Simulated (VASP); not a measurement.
Ga, 2 atoms in the cell. It takes space group P6_3/mmc (No. 194, hexagonal). The conventional cell has a = 2.656 Å, b = 2.656 Å, c = 4.397 Å, α = 90.00°, β = 90.00°, γ = 120.00°. Within 3.5 Å of Ga (site symmetry -6m2) lie 12 Ga at 2.66 to 2.68 Å. 

```yaml
Program: VASP 6.6.1
Task: relaxation of cell and atoms
Functional: LDA
Potentials_or_basis: VASP PAW LDA potentials, release 64 (Ga_d)
Cutoff: 600 eV
k_mesh: 16 × 16 × 9
Occupations: fermi-dirac, width 0.08 eV
Spin: no spin polarisation
Target_pressure: 29 GPa
Dipole_correction: no
Further_INCAR_settings: ALGO = Normal; EDIFF = 1e-06; IBRION = 2; EDIFFG = -0.005; NSW = 32; ISIF = 3
```

Potentials or basis: VASP PAW LDA potentials, release 64 (Ga_d).

Launch:

```bash
$ cat potpaw_LDA.64/Ga_d/POTCAR > POTCAR
$ mpirun -np 1 vasp_std > vasp.out
```

Hardware: 1 thread of Intel Xeon 6975P-C, on a shared host.

**Question.** Estimate the wall time of this run.

**Answer.** Wall time 66 s on 1 thread of Intel Xeon 6975P-C (shared host), peak memory 0.2 GiB. Counts: scf iterations 19, k points 150, ion steps 3.
